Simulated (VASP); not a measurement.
# HW8C8Cl in VASP: single point with LDA

Aim: the single point of HW8C8Cl with LDA.

All numbers are computed with VASP 6.6.1; they aren't measurements. Logs are shortened: lines on timing, memory, paths and dates and some standing lists are left out, and cuts for length are marked.

## (1) The cell of the first run

The cell holds a slab with vacuum, 18 atoms: a = 5.787 Å, b = 5.787 Å, c = 16.247 Å, α = 90.00°, β = 90.00°, γ = 120.00°.

## (2) Single point, LDA

Input file INCAR:

```
PREC = Accurate
ENCUT = 520
EDIFF = 1E-7
ISMEAR = 0
SIGMA = 0.05
LREAL = Auto
LASPH = True
NELM = 60
ALGO = Normal
ISIF = 2
LWAVE = False
LCHARG = False
GGA = CA
NBANDS = 91
```

Input file KPOINTS:

```
regular mesh
0
Gamma
  3 3 1
```

Input file POSCAR:

```
HW8C8Cl
1.0
    5.7868000000      0.0000000000      0.0000000000
   -2.8934000000      5.0115160000      0.0000000000
    0.0000000000      0.0000000000     16.2472500000
W C Cl H
8 8 1 1
Direct
    0.0000000000      0.0000000000      0.0615488775
    0.0046229369      0.0174504082      0.2331022173
    0.0000000000      0.5000000000      0.0615488775
    0.0054670558      0.5145295356      0.2345992091
    0.5000000000      0.0000000000      0.0615488775
    0.5094569326      0.0188972758      0.2340365293
    0.5000000000      0.5000000000      0.0615488775
    0.5073497923      0.5178806174      0.2335347213
    0.3363685233      0.1739784927      0.1427914262
    0.3371597350      0.1874382921      0.3100055702
    0.3357537905      0.6720609093      0.1406225669
    0.3394788736      0.6977000572      0.3008824263
    0.8347822999      0.1719465727      0.1419506070
    0.8421438096      0.1862151094      0.3095945468
    0.8345055426      0.6711196772      0.1401410700
    0.8520872798      0.6978698661      0.3004630938
    0.3754673350      1.2976596303      0.4089350505
   -0.1131711496      1.2478258076      0.3744295804
```

Potentials or basis: VASP PAW LDA potentials, release 64 (W_sv, C, Cl, H).

Launch:

```console
$ cat potpaw_LDA.64/W_sv/POTCAR potpaw_LDA.64/C/POTCAR potpaw_LDA.64/Cl/POTCAR potpaw_LDA.64/H/POTCAR > POTCAR
$ mpirun -np 1 vasp_std > vasp.out
```

OUTCAR:

```text
PREC = Accurate
   ENCUT = 520
   EDIFF = 1E-7
   ISMEAR = 0
   LREAL = Auto
   LASPH = True
   NELM = 60
   ISIF = 2
   GGA = CA

 ion  position               nearest neighbor table
   1  0.000  0.000  0.062-  15 2.08  13 2.14   9 2.14   2 2.79   5 2.89   5 2.89   3 2.89   3 2.89
                             7 2.89   7 2.89
   2  0.005  0.017  0.233-  16 1.94  14 2.07  10 2.08  13 2.20   9 2.22  15 2.30   1 2.79   6 2.87
                             4 2.87   8 2.88   8 2.90   4 2.91   6 2.92
   3  0.000  0.500  0.062-  13 2.10  15 2.12  11 2.12   4 2.81   7 2.89   7 2.89   5 2.89   1 2.89
                             1 2.89   5 2.89
   4  0.005  0.515  0.235-  12 1.99  16 2.00  14 2.05  15 2.25  11 2.25  13 2.28   3 2.81   6 2.87
                             2 2.87   8 2.89   8 2.89   2 2.91   6 2.92
   5  0.500  0.000  0.062-  11 2.09  13 2.13   9 2.15   6 2.80   1 2.89   1 2.89   3 2.89   7 2.89
                             7 2.89   3 2.89
   6  0.509  0.019  0.234-  12 1.94  14 2.07  10 2.11  13 2.21   9 2.21  11 2.31   5 2.80   4 2.87
                             2 2.87   8 2.89   8 2.89   2 2.92   4 2.92
   7  0.500  0.500  0.062-   9 2.10  15 2.11  11 2.12   8 2.80   3 2.89   3 2.89   5 2.89   5 2.89
                             1 2.89   1 2.89
   8  0.507  0.518  0.234-  16 2.04  12 2.06  10 2.07  11 2.22  15 2.23   9 2.27   7 2.80   2 2.88
                             4 2.89   6 2.89   6 2.89   4 2.89   2 2.90  17 3.06
   9  0.336  0.174  0.143-   7 2.10   1 2.14   5 2.15   6 2.21   2 2.22   8 2.27
  10  0.337  0.187  0.310-  17 1.70   8 2.07   2 2.08   6 2.11
  11  0.336  0.672  0.141-   5 2.09   3 2.12   7 2.12   8 2.22   4 2.25   6 2.31
  12  0.339  0.698  0.301-   6 1.94   4 1.99   8 2.06
  13  0.835  0.172  0.142-   3 2.10   5 2.13   1 2.14   2 2.20   6 2.21   4 2.28
  14  0.842  0.186  0.310-  18 1.10   4 2.05   6 2.07   2 2.07
  15  0.835  0.671  0.140-   1 2.08   7 2.11   3 2.12   8 2.23   4 2.25   2 2.30
  16  0.852  0.698  0.300-   2 1.94   4 2.00   8 2.04
  17  0.375  0.298  0.409-  10 1.70   8 3.06
  18  0.887  0.248  0.374-  14 1.10

  LATTYP: Found a hexagonal cell.
 ALAT       =     5.7868000000
 C/A-ratio  =     2.8076398009

  Lattice vectors:

 A1 = (   5.7868000000,   0.0000000000,   0.0000000000)
 A2 = (  -2.8934000000,   5.0115160000,   0.0000000000)
 A3 = (   0.0000000000,   0.0000000000,  16.2472500000)

Analysis of symmetry for initial positions (statically):
=====================================================================
 Subroutine PRICEL returns:
 Original cell was already a primitive cell.

 Routine SETGRP: Setting up the symmetry group for a
 hexagonal supercell.

 Subroutine GETGRP returns: Found  1 space group operations
 (whereof  1 operations were pure point group operations)
 out of a pool of 24 trial point group operations.

The static configuration has the point symmetry C_1 .

Analysis of symmetry for dynamics (positions and initial velocities):
=====================================================================
 Subroutine PRICEL returns:
 Original cell was already a primitive cell.

 Routine SETGRP: Setting up the symmetry group for a
 hexagonal supercell.

 Subroutine GETGRP returns: Found  1 space group operations
 (whereof  1 operations were pure point group operations)
 out of a pool of 24 trial point group operations.

The dynamic configuration has the point symmetry C_1 .

 Subroutine INISYM returns: Found  1 space group operations
 (whereof  1 operations are pure point group operations),
 and found     1 'primitive' translations

----------------------------------------------------------------------------------------

                                     Primitive cell

  volume of cell :     471.1807

  direct lattice vectors                    reciprocal lattice vectors
     5.786800000  0.000000000  0.000000000     0.172807078  0.099770209  0.000000000
    -2.893400000  5.011516000  0.000000000     0.000000000  0.199540419  0.000000000
     0.000000000  0.000000000 16.247250000     0.000000000  0.000000000  0.061548878

  length of vectors
     5.786800000  5.786800167 16.247250000     0.199540424  0.199540419  0.061548878

  position of ions in fractional coordinates (direct lattice)
     0.000000000  0.000000000  0.061548878
     0.004622937  0.017450408  0.233102217
     0.000000000  0.500000000  0.061548878
     0.005467056  0.514529536  0.234599209
     0.500000000  0.000000000  0.061548878
     0.509456933  0.018897276  0.234036529
[... 10 lines left out ...]
     0.375467335  0.297659630  0.408935050
     0.886828850  0.247825808  0.374429580

  ion indices of the primitive-cell ions
   primitive index   ion index
                 1           1
                 2           2
                 3           3
                 4           4
                 5           5
                 6           6
[... 10 lines left out ...]
                17          17
                18          18

----------------------------------------------------------------------------------------

 KPOINTS: regular mesh

Automatic generation of k-mesh.
 Grid dimensions read from file:
 generate k-points for:    3    3    1

 Generating k-lattice:

  Cartesian coordinates                     Fractional coordinates (reciprocal lattice)
     0.057602359  0.033256736  0.000000000     0.333333333 -0.000000000  0.000000000
     0.000000000  0.066513473  0.000000000     0.000000000  0.333333333  0.000000000
     0.000000000  0.000000000  0.061548878     0.000000000  0.000000000  1.000000000

  Length of vectors
     0.066513475  0.066513473  0.061548878

  Shift w.r.t. Gamma in fractional coordinates (k-lattice)
     0.000000000  0.000000000  0.000000000

 Subroutine IBZKPT returns following result:
 ===========================================

 Found      5 irreducible k-points:

 Following reciprocal coordinates:
            Coordinates               Weight
  0.000000  0.000000  0.000000      1.000000
  0.333333 -0.000000  0.000000      2.000000
  0.000000  0.333333  0.000000      2.000000
 -0.333333  0.333333  0.000000      2.000000
  0.333333  0.333333  0.000000      2.000000
   k-points           NKPTS =      5   k-points in BZ     NKDIM =      5   number of bands    NBANDS=     91
   number of dos      NEDOS =    301   number of ions     NIONS =     18
   total plane-waves  NPLWV = 290304
   dimension x,y,z NGX =    48 NGY =   48 NGZ =  126
   dimension x,y,z NGXF=    96 NGYF=   96 NGZF=  252
   ions per type =               8   8   1   1
   NGX,Y,Z   is equivalent  to a cutoff of  13.79, 13.79, 12.89 a.u.
   NGXF,Y,Z  is equivalent  to a cutoff of  27.58, 27.58, 25.79 a.u.
 SYSTEM =  unknown system
   PREC   = accura    normal or accurate (medium, high low for compatibility)
   ISTART =      0    job   : 0-new  1-cont  2-samecut
   ICHARG =      2    charge: 1-file 2-atom 10-const
   ISPIN  =      1    spin polarized calculation?
   LNONCOLLINEAR =      F non collinear calculations
   LSORBIT =      F    spin-orbit coupling
   LASPH  =      T    aspherical Exc in radial PAW
   ENCUT  =  520.0 eV  38.22 Ry    6.18 a.u.  10.76 10.76 30.21*2*pi/ulx,y,z
   NELM   =     60;   NELMIN=  2; NELMDL= -5     # of ELM steps
   EDIFF  = 0.1E-06   stopping-criterion for ELM
   LREAL  =      T    real-space projection
   EDIFFG = 0.1E-05   stopping-criterion for IOM
   NSW    =      0    number of steps for IOM
   IBRION =     -1    ionic relax: 0-MD 1-quasi-New 2-CG
   NFREE  =      0    steps in history (QN), initial steepest desc. (CG)
   ISIF   =      2    stress and relaxation
   ISYM   =      2    0-nonsym 1-usesym 2-fastsym
   POTIM  = 0.5000    time-step for ionic-motion
   TEBEG  =    0.0;   TEEND  =   0.0 temperature during run
   PSTRESS=    0.0 pullay stress
   NELECT =     152.0000    total number of electrons
   NUPDOWN=      -1.0000    fix difference up-down
   EMIN   =  10.00;   EMAX   =-10.00  energy-range for DOS
   EFERMI =   0.00;   METHOD = LEGACY
   ISMEAR =     0;   SIGMA  =   0.05  broadening in eV -4-tet -1-fermi 0-gaus
   EFERMI_NEDOS =   21; number of points for ismear=-14 and -15
   IALGO  =     38    algorithm
   IMIX   =      4    mixing-type and parameters
     AMIX     =   0.40;   BMIX     =  1.00
     AMIX_MAG =   1.60;   BMIX_MAG =  1.00
  volume/ion in A,a.u.               =      26.18       176.65
  Fermi-wavevector in a.u.,A,eV,Ry     =   1.122777  2.121741 17.151890  1.260628
  Thomas-Fermi vector in A             =   2.259439
   LORBIT       =      0    0 simple, 1 ext, 2 COOP (PROOUT), +10 PAW based schemes
   GGA     = CA    functional components
   LHFCALC =     F    Hartree Fock is set to
   AEXX    =    0.0000 exact exchange contribution
   IVDW    =     0    specifies the selected vdW correction
   LEPSILON=     F    determine dielectric tensor
   LRPA    =     F    only Hartree local field effects (RPA)
 non-spin polarized calculation
 Gauss-broadening in eV      SIGMA  =   0.05
  energy-cutoff  :      520.00
  volume of cell :      471.18
 maximum number of plane-waves:     12723
 NGX is ok and might be reduce to    48
   NGX = 21   NGY = 21   NGZ = 61

 number of electron     151.9999992 magnetization

 Free energy of the ion-electron system (eV)
  ---------------------------------------------------
  ext. energy  EPLUGINS =         0.00000000
  ---------------------------------------------------
  free energy    TOTEN  =      -187.13699275 eV

  energy without entropy =     -187.12701138  energy(sigma->0) =     -187.13200206

 E-fermi :   0.8781     XC(G=0):  -6.6496

 val. band max:        0.7727270135   @ k =   0.0000   0.0000   0.0000
 cond. band min:       0.8942347106   @ k =  -0.3333   0.3333   0.0000
 fundamental gap:      0.1215076970
 Fermi energy:         0.8780762796

 k-point     1 :       0.0000    0.0000    0.0000
  band No.  band energies     occupation
      1     -72.6635      2.00000
      2     -72.6391      2.00000
      3     -72.5848      2.00000
      4     -72.5813      2.00000
      5     -72.5756      2.00000
      6     -72.5230      2.00000
[... 444 lines left out ...]
     87       3.3341      0.00000
     88       3.3496      0.00000
 [bands above 88 left out]

------------------------ aborting loop because EDIFF is reached ----------------------------------------

  FORCE on cell =-STRESS in cart. coord.  units (eV):
  Direction    XX          YY          ZZ          XY          YZ          ZX
  --------------------------------------------------------------------------------------
  -------------------------------------------------------------------------------------
  Total       -3.4842022      2.0517382      2.3471403      0.2493365     -5.2555740      0.9709442
  in kB      -11.8474935      6.9766199      7.9810894      0.8478303    -17.8707707      3.3015463
  external PRESSURE =       1.0367386 kB  Pullay stress =       0.0000000 kB

 VOLUME and BASIS-vectors are now :
 -----------------------------------------------------------------------------
  energy-cutoff  :      520.00
  volume of cell :      471.18
      direct lattice vectors                 reciprocal lattice vectors
     5.786800000  0.000000000  0.000000000     0.172807078  0.099770209  0.000000000
    -2.893400000  5.011516000  0.000000000     0.000000000  0.199540419  0.000000000
     0.000000000  0.000000000 16.247250000     0.000000000  0.000000000  0.061548878

 POSITION                                       TOTAL-FORCE (eV/Angst)
 -----------------------------------------------------------------------------------
      0.00000      0.00000      1.00000        -0.021955      0.418975     -0.150596
     -0.02374      0.08745      3.78727         0.003800      0.131807     -0.051348
     -1.44670      2.50576      1.00000        -0.021107      0.102351     -0.233660
     -1.45710      2.57857      3.81159        -0.012423     -0.001146     -0.087415
      2.89340      0.00000      1.00000        -0.096198      0.413411     -0.014969
      2.89345      0.09470      3.80245        -0.005434      0.113106     -0.035411
[... 10 lines left out ...]
      1.31151      1.49173      6.64407         0.207252     -0.508060      0.011988
      4.41484      1.24198      6.08345        -0.130916     -0.346209      0.066915
 -----------------------------------------------------------------------------------
    total drift:                                0.008522      0.007459     -0.017572

  FREE ENERGIE OF THE ION-ELECTRON SYSTEM (eV)
  ---------------------------------------------------
  free  energy   TOTEN  =      -187.1369927458 eV

  energy  without entropy=     -187.1270113757  energy(sigma->0) =     -187.13200206
```

Run time: 22 min. Hardware: 1 thread of AMD EPYC 7R43 (Zen 3), shared host; peak memory 0.47 GiB.

Results:

* Free energy: -187.1370 eV
* Largest force: 0.549 eV/Å
* Band gap on the k mesh: zero (bands 76 and 77 overlap by 0.79 eV)

Forces on the atoms (eV/Å):
```
W   -0.022  0.419 -0.151
W    0.004  0.132 -0.051
W   -0.021  0.102 -0.234
W   -0.012 -0.001 -0.087
W   -0.096  0.413 -0.015
W   -0.005  0.113 -0.035
W   -0.076  0.145 -0.208
W    0.016  0.060  0.084
C    0.007 -0.053 -0.013
C    0.049 -0.127  0.168
C    0.021 -0.070  0.003
C    0.060 -0.029  0.162
C    0.005 -0.044 -0.026
C    0.040 -0.084  0.073
C   -0.005 -0.059  0.031
C   -0.040 -0.062  0.221
Cl   0.207 -0.508  0.012
H   -0.131 -0.346  0.067
```

Levels at points of the mesh, in eV from the Fermi level:
```
           k point  band 74  band 75  band 76  band 77  band 78  band 79
(0.00, 0.00, 0.00)     0.08     0.22     0.47     0.51     0.56     1.25
```

Caveat: the k points lie up to 0.42 Å⁻¹ apart, too coarse for converged energies and pressures of a metal; spin-orbit coupling is left out, which moves the levels of the heavy elements.
